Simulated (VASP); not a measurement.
Wanted: the native input for a VASP 6.6.1 run.

```
Task                   : single point
Functional             : r2SCAN
Potentials or basis    : VASP PAW PBE potentials, release 64 (N, Cu)
Cutoff                 : 660 eV
k mesh                 : 5 × 5 × 5
Occupations            : fermi-dirac, width 0.1 eV
Spin                   : collinear spin
Starting moments       : [0.0, 1.0, 1.0, 1.0] μB
Dipole correction      : no
Further INCAR settings : ALGO = Normal; EDIFF = 1e-06; NBANDS = 31
```

Cu3N:

```
N Cu
1.0
     3.81400    0.00000    0.00000
     0.00000    3.81400    0.00000
     0.00000    0.00000    3.81400
N Cu
1 3
Direct
  0.00000 0.00000 0.00000
  0.50000 0.00000 0.00000
  0.00000 0.50000 0.00000
  0.00000 0.00000 0.50000
```

The input as run:

POSCAR

```
Cu3N
1.0
    3.8140000000      0.0000000000      0.0000000000
    0.0000000000      3.8140000000      0.0000000000
    0.0000000000      0.0000000000      3.8140000000
N Cu
1 3
Direct
    0.0000000000      0.0000000000      0.0000000000
    0.5000000000      0.0000000000      0.0000000000
    0.0000000000      0.5000000000      0.0000000000
    0.0000000000      0.0000000000      0.5000000000
```

INCAR.step1

```
SYSTEM = Cu3N
PREC = Accurate
ENCUT = 660
ISMEAR = -1
SIGMA = 0.1
LREAL = .False.
LASPH = .True.
NELM = 200
ISPIN = 2
MAGMOM = 0 1 1 1
LMAXMIX = 4
NBANDS = 31
GGA = PE
ALGO = Normal
EDIFF = 1E-5
LWAVE = .True.
LCHARG = .False.
GGA_COMPAT = .False.
```

INCAR.step2

```
SYSTEM = Cu3N
PREC = Accurate
ENCUT = 660
EDIFF = 1E-6
ISMEAR = -1
SIGMA = 0.1
LREAL = .False.
LASPH = .True.
NELM = 200
ALGO = Normal
ISIF = 2
LWAVE = .False.
LCHARG = .False.
ISPIN = 2
MAGMOM = 0 1 1 1
LORBIT = 11
LMAXMIX = 4
METAGGA = R2SCAN
LMIXTAU = .True.
NBANDS = 31
ISTART = 1
GGA_COMPAT = .False.
```

KPOINTS

```
regular mesh
0
Gamma
  5 5 5
  0 0 0
```

Potentials or basis: VASP PAW PBE potentials, release 64 (N, Cu).

Command:

```console
$ cat potpaw_PBE.64/N/POTCAR potpaw_PBE.64/Cu/POTCAR > POTCAR
$ cp INCAR.step1 INCAR
$ mpirun -np 1 vasp_std > vasp.out
$ cp INCAR.step2 INCAR
$ mpirun -np 1 vasp_std > vasp.out
```

It gave:

```yaml
Pressure: -2.1 GPa
Band_gap_on_the_k_mesh: 1.50 eV (least direct gap 1.96 eV)
Net_moment: 0.00 μB per cell
Valence_electrons_inside_the_program's_atomic_spheres: N 3.75; Cu 10.07
```

Caveat: the PAW data sets were made with another functional, which shifts forces and pressure a little; an odd mesh through Γ misses points on the zone boundary, where band edges can lie.

Wall time 3.1 min on 1 thread of Oxide Virtual Turin-like Processor, with other jobs on the host, peak memory 0.2 GiB.
